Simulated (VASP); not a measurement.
# MgO (P6_3mc) in VASP: further runs, part 2 of 2

VASP 6.6.1. The steps go on from the part before.

## 3. Single point, LDA

Contents of INCAR:

```
SYSTEM = MgO
ALGO     = Normal         ! electronic algorithm
EDIFF    = 1E-6           ! SCF threshold, eV
ENCUT    = 600            ! plane-wave cutoff, eV
GGA_COMPAT= .False.      
ISIF     = 2              ! what is computed and relaxed
ISMEAR   = 1              ! smearing method
LASPH    = .True.         ! aspherical terms in the spheres
LCHARG   = .False.        ! write CHGCAR
LREAL    = .False.        ! projectors in reciprocal space
LWAVE    = .False.        ! write WAVECAR
NBANDS   = 16             ! bands
NELM     = 120            ! most SCF steps
PREC     = Accurate       ! precision mode
SIGMA    = 0.05           ! smearing width, eV
```

Contents of KPOINTS:

```
k-points
0
Gamma
  4 4 3
  0 0 0
```

Contents of POSCAR:

```
MgO
1.0
    3.3077870000      0.0000000000      0.0000000000
   -1.6538930000      2.8646280000      0.0000000000
    0.0000000000      0.0000000000      4.9828820000
Mg O
2 2
Direct
    0.3333333333      0.6666666667      0.0021600000
    0.6666666667      0.3333333333      0.5021600000
    0.3333333333      0.6666666667      0.4024400000
    0.6666666667      0.3333333333      0.9024400000
```

Potentials or basis: VASP PAW LDA potentials, release 64 (Mg, O).

Command:

```
cat potpaw_LDA.64/Mg/POTCAR potpaw_LDA.64/O/POTCAR > POTCAR
mpirun -np 1 vasp_std > vasp.out
```

OUTCAR:

```text
SYSTEM = MgO
   EDIFF = 1E-6
   ENCUT = 600
   ISIF = 2
   ISMEAR = 1
   LASPH = .True.
   LREAL = .False.
   NELM = 120
   PREC = Accurate

 ion  position               nearest neighbor table
   1  0.333  0.667  0.002-   4 1.97   4 1.97   4 1.97   3 1.99   2 3.14   2 3.14   2 3.14   2 3.14
                             2 3.14   2 3.14
   2  0.667  0.333  0.502-   3 1.97   3 1.97   3 1.97   4 1.99   1 3.14   1 3.14   1 3.14   1 3.14
                             1 3.14   1 3.14
   3  0.333  0.667  0.402-   2 1.97   2 1.97   2 1.97   1 1.99
   4  0.667  0.333  0.902-   1 1.97   1 1.97   1 1.97   2 1.99

  LATTYP: Found a hexagonal cell.
 ALAT       =     3.3077870000
 C/A-ratio  =     1.5064095723

  Lattice vectors:

 A1 = (   3.3077870000,   0.0000000000,   0.0000000000)
 A2 = (  -1.6538930000,   2.8646280000,   0.0000000000)
 A3 = (   0.0000000000,   0.0000000000,   4.9828820000)

Analysis of symmetry for initial positions (statically):
=====================================================================
 Subroutine PRICEL returns:
 Original cell was already a primitive cell.

 Routine SETGRP: Setting up the symmetry group for a
 hexagonal supercell.

 Subroutine GETGRP returns: Found 12 space group operations
 (whereof  6 operations were pure point group operations)
 out of a pool of 24 trial point group operations.

The static configuration has the point symmetry C_3v.
 The point group associated with its full space group is C_6v.

Analysis of symmetry for dynamics (positions and initial velocities):
=====================================================================
 Subroutine PRICEL returns:
 Original cell was already a primitive cell.

 Routine SETGRP: Setting up the symmetry group for a
 hexagonal supercell.

 Subroutine GETGRP returns: Found 12 space group operations
 (whereof  6 operations were pure point group operations)
 out of a pool of 24 trial point group operations.

[... 109 lines left out ...]
  volume/ion in A,a.u.               =      11.80        79.66
  Fermi-wavevector in a.u.,A,eV,Ry     =   1.141351  2.156841 17.724078  1.302683
  Thomas-Fermi vector in A             =   2.278052
   LORBIT       =      0    0 simple, 1 ext, 2 COOP (PROOUT), +10 PAW based schemes
   GGA     = CA    functional components
   LHFCALC =     F    Hartree Fock is set to
   AEXX    =    0.0000 exact exchange contribution
   IVDW    =     0    specifies the selected vdW correction
   LEPSILON=     F    determine dielectric tensor
   LRPA    =     F    only Hartree local field effects (RPA)
 non-spin polarized calculation
 Methfessel and Paxton  Order N= 1 SIGMA  =   0.05
  energy-cutoff  :      600.00
  volume of cell :       47.22
 maximum number of plane-waves:      1604
 NGX is ok and might be reduce to    28
   NGX = 13   NGY = 13   NGZ = 19

 number of electron      15.9999997 magnetization

 Free energy of the ion-electron system (eV)
  ---------------------------------------------------
  ext. energy  EPLUGINS =         0.00000000
  ---------------------------------------------------
  free energy    TOTEN  =       -26.22998307 eV

  energy without entropy =      -26.23004347  energy(sigma->0) =      -26.23000320

 E-fermi :   0.8677     XC(G=0): -10.2698

 val. band max:        0.8255884246   @ k =   0.0000   0.0000   0.0000
 cond. band min:       4.1820004075   @ k =   0.0000   0.0000   0.0000
 fundamental gap:      3.3564119830
 Fermi energy:         0.8676825353

 k-point     1 :       0.0000    0.0000    0.0000
  band No.  band energies     occupation
      1     -15.1558      2.00000
      2     -14.2963      2.00000
      3      -2.5268      2.00000
      4       0.0258      2.00000
      5       0.0258      2.00000
      6       0.3743      2.00000
[... 129 lines left out ...]
      3      -2.0128      2.00000
      4      -1.9686      2.00000
      5      -1.0007      2.00000
      6      -0.5858      2.00000
[... 8 lines left out ...]
     15      14.7202      0.00000
     16      17.6994      0.00000

------------------------ aborting loop because EDIFF is reached ----------------------------------------

  FORCE on cell =-STRESS in cart. coord.  units (eV):
  Direction    XX          YY          ZZ          XY          YZ          ZX
  --------------------------------------------------------------------------------------
  -------------------------------------------------------------------------------------
  Total       -1.7116613     -1.7116618     -1.5192338     -0.0000003      0.0000000      0.0000000
  in kB      -58.0820629    -58.0820802    -51.5523931     -0.0000101      0.0000000      0.0000000
  external PRESSURE =     -55.9055121 kB  Pullay stress =       0.0000000 kB

 VOLUME and BASIS-vectors are now :
 -----------------------------------------------------------------------------
  energy-cutoff  :      600.00
  volume of cell :       47.22
      direct lattice vectors                 reciprocal lattice vectors
     3.307787000  0.000000000  0.000000000     0.302316927  0.174542680  0.000000000
    -1.653893000  2.864628000  0.000000000     0.000000000  0.349085466  0.000000000
     0.000000000  0.000000000  4.982882000     0.000000000  0.000000000  0.200687072

 POSITION                                       TOTAL-FORCE (eV/Angst)
 -----------------------------------------------------------------------------------
      0.00000      1.90975      0.01076        -0.000000      0.000000      0.046862
      1.65389      0.95488      2.50220         0.000000     -0.000000      0.046862
      0.00000      1.90975      2.00531        -0.000000     -0.000000     -0.046862
      1.65389      0.95488      4.49675         0.000000      0.000000     -0.046862
 -----------------------------------------------------------------------------------
    total drift:                               -0.000000     -0.000000      0.001553

  FREE ENERGIE OF THE ION-ELECTRON SYSTEM (eV)
  ---------------------------------------------------
  free  energy   TOTEN  =       -26.2299830722 eV

  energy  without entropy=      -26.2300434670  energy(sigma->0) =      -26.23000320
```

Run time: 7 s. Hardware: 1 thread of Intel Xeon Platinum 8375C at 2.90GHz (Ice Lake), shared host; peak memory 0.15 GiB.

What came out:

* Free energy: -26.2300 eV
* Pressure: -5.6 GPa
* Largest force: 0.047 eV/Å
* Band gap on the k mesh: 3.36 eV

Forces on the atoms (eV/Å):
```
Mg   0.000  0.000  0.047
Mg   0.000  0.000  0.047
O    0.000  0.000 -0.047
O    0.000  0.000 -0.047
```

Levels at points of the mesh, in eV from the valence-band top:
| k point | band 4 | band 5 | band 6 | band 7 | band 8 | band 9 | band 10 | band 11 | band 12 | band 13 |
| --- | --- | --- | --- | --- | --- | --- | --- | --- | --- | --- |
| (0.00, 0.00, 0.00) | -0.80 | -0.80 | -0.45 | -0.45 | 0.00 | 3.36 | 8.31 | 10.16 | 13.81 | 13.81 |
| (0.50, 0.00, 0.00) | -2.25 | -1.80 | -1.34 | -0.85 | -0.53 | 7.58 | 7.88 | 9.04 | 10.53 | 12.67 |

Caveat: the k points lie up to 0.55 Å⁻¹ apart.

## 4. Single point, LDA

Contents of INCAR:

```
ALGO     = Normal         # electronic algorithm
EDIFF    = 1E-6           # SCF threshold, eV
ENCUT    = 600            # plane-wave cutoff, eV
GGA      = CA             # functional
GGA_COMPAT= F            
ISIF     = 2              # what is computed and relaxed
ISMEAR   = 1              # smearing method
LASPH    = T              # aspherical terms in the spheres
LCHARG   = F              # write CHGCAR
LREAL    = F              # projectors in reciprocal space
LWAVE    = F              # write WAVECAR
NBANDS   = 16             # bands
NELM     = 120            # most SCF steps
PREC     = Accurate       # precision mode
SIGMA    = 0.05           # smearing width, eV
```

Contents of KPOINTS:

```
k-points
0
Gamma
  5 5 3
```

POSCAR is that of step 3.

Command:

```
cat potpaw_LDA.64/Mg/POTCAR potpaw_LDA.64/O/POTCAR > POTCAR
mpirun -np 1 vasp_std > vasp.out
```

Run time: 7.5 s. Hardware: 1 thread of Intel Xeon Platinum 8375C at 2.90GHz (Ice Lake), shared host; peak memory 0.15 GiB.

It converged, with:

* Free energy: -26.2335 eV
* Pressure: -5.6 GPa
* Largest force: 0.049 eV/Å
* Band gap on the k mesh: 3.36 eV

Forces in eV/Å, atoms in the order of the input:
```
Mg   0.000  0.000  0.049
Mg   0.000  0.000  0.049
O    0.000  0.000 -0.049
O    0.000  0.000 -0.049
```

Stress tensor (GPa, compression positive):
```
-5.82  0.00  0.00
 0.00 -5.82  0.00
 0.00  0.00 -5.12
```

Levels at points of the mesh, in eV from the valence-band top:
```
           k point  band 6  band 7  band 8  band 9  band 10  band 11
(0.00, 0.00, 0.00)   -0.45   -0.45    0.00    3.36     8.31    10.16
```

Caveat: the k points lie up to 0.44 Å⁻¹ apart.

## 5. Single point, LDA

Contents of INCAR:

```
SYSTEM = MgO
PREC = Accurate
ENCUT = 600
EDIFF = 1E-6
ISMEAR = 1
SIGMA = 0.05
LREAL = .FALSE.
LASPH = .TRUE.
NELM = 120
ALGO = Normal
ISIF = 2
LWAVE = .FALSE.
LCHARG = .FALSE.
NBANDS = 16
GGA_COMPAT = .FALSE.
```

Contents of KPOINTS:

```
Automatic mesh
0
G
  6 6 4
  0 0 0
```

POSCAR is that of step 4.

Command:

```
cat potpaw_LDA.64/Mg/POTCAR potpaw_LDA.64/O/POTCAR > POTCAR
mpirun -np 1 vasp_std > vasp.out
```

Wall time 14 s (1 thread of Intel Xeon Platinum 8375C at 2.90GHz (Ice Lake), shared host); peak memory 0.16 GiB.

It converged, with:

| Property | Result |
| --- | --- |
| Free energy | -26.2343 eV |
| Pressure | -5.6 GPa |
| Largest force | 0.048 eV/Å |
| Band gap on the k mesh | 3.36 eV |

Forces in eV/Å, atoms in the order of the input:
```
Mg   0.000  0.000  0.048
Mg   0.000  0.000  0.048
O    0.000  0.000 -0.048
O    0.000  0.000 -0.048
```

Stress tensor (GPa, compression positive):
```
-5.82  0.00  0.00
 0.00 -5.82  0.00
 0.00  0.00 -5.12
```

Levels at points of the mesh, in eV from the valence-band top:
```tsv
k point	band 4	band 5	band 6	band 7	band 8	band 9	band 10	band 11	band 12	band 13
(0.00, 0.00, 0.00)	-0.80	-0.80	-0.45	-0.45	0.00	3.36	8.31	10.16	13.81	13.81
(0.50, 0.00, 0.00)	-2.25	-1.80	-1.34	-0.85	-0.53	7.58	7.89	9.04	10.53	12.67
(0.00, 0.00, 0.50)	-2.07	-0.63	-0.63	-0.63	-0.63	5.86	5.86	12.96	12.96	14.29
(0.50, 0.00, 0.50)	-3.22	-0.96	-0.96	-0.74	-0.74	7.18	7.18	10.61	10.61	13.37
```

Caveat: the cell stands under tension.

## 6. Single point, LDA

Contents of INCAR:

```
SYSTEM = MgO
PREC = Accurate
ENCUT = 600
EDIFF = 1E-6
ISMEAR = 1
SIGMA = 0.05
LREAL = .False.
LASPH = .True.
NELM = 120
ALGO = Normal
ISIF = 2
LWAVE = .False.
LCHARG = .True.
GGA = CA
LELF = .True.
LVHAR = .True.
NBANDS = 16
GGA_COMPAT = .False.
```

Contents of KPOINTS:

```
regular mesh
0
Gamma
  7 7 4
  0 0 0
```

POSCAR is that of step 5.

Potentials or basis: VASP PAW LDA potentials, release 64 (Mg, O).

Command:

```
cat potpaw_LDA.64/Mg/POTCAR potpaw_LDA.64/O/POTCAR > POTCAR
mpirun -np 1 vasp_std > vasp.out
```

Run time: 16 s. Hardware: 1 thread of Intel Xeon Platinum 8375C at 2.90GHz (Ice Lake), shared host; peak memory 0.16 GiB.

It converged, with:

```
Free energy            : -26.2344 eV
Pressure               : -5.6 GPa
Largest force          : 0.048 eV/Å
Band gap on the k mesh : 3.36 eV
```

Forces in eV/Å, atoms in the order of the input:
```
Mg   0.000  0.000  0.048
Mg   0.000  0.000  0.048
O    0.000  0.000 -0.048
O    0.000  0.000 -0.048
```

Stress tensor (GPa, compression positive):
```
-5.82  0.00  0.00
 0.00 -5.82  0.00
 0.00  0.00 -5.11
```

Levels at points of the mesh, in eV from the valence-band top:
```
           k point  band 5  band 6  band 7  band 8  band 9  band 10  band 11  band 12
(0.00, 0.00, 0.00)   -0.80   -0.45   -0.45    0.00    3.36     8.31    10.16    13.81
(0.00, 0.00, 0.50)   -0.63   -0.63   -0.63   -0.63    5.86     5.86    12.96    12.96
```

Caveat: the cell stands under tension.

## 7. The runs side by side

| k mesh | gap on the mesh (eV) | pressure (GPa) | largest force (eV/Å) |
| --- | --- | --- | --- |
| 3 × 3 × 2 | 3.34 | -5.6 | 0.04 |
| 4 × 4 × 3 | 3.36 | -5.6 | 0.05 |
| 5 × 5 × 3 | 3.36 | -5.6 | 0.05 |
| 6 × 6 × 4 | 3.36 | -5.6 | 0.05 |
| 7 × 7 × 4 | 3.36 | -5.6 | 0.05 |

Alike in all rows: task single point; level LDA; potentials or basis VASP PAW LDA potentials, release 64 (Mg, O); no spin polarisation; cell as given; cutoff (eV) 600; smearing methfessel-paxton 0.05 eV.

Caveats: some runs use coarse meshes; the cell stands under tension (at least some runs).

Absolute energies hang on the potentials; compare differences alone.
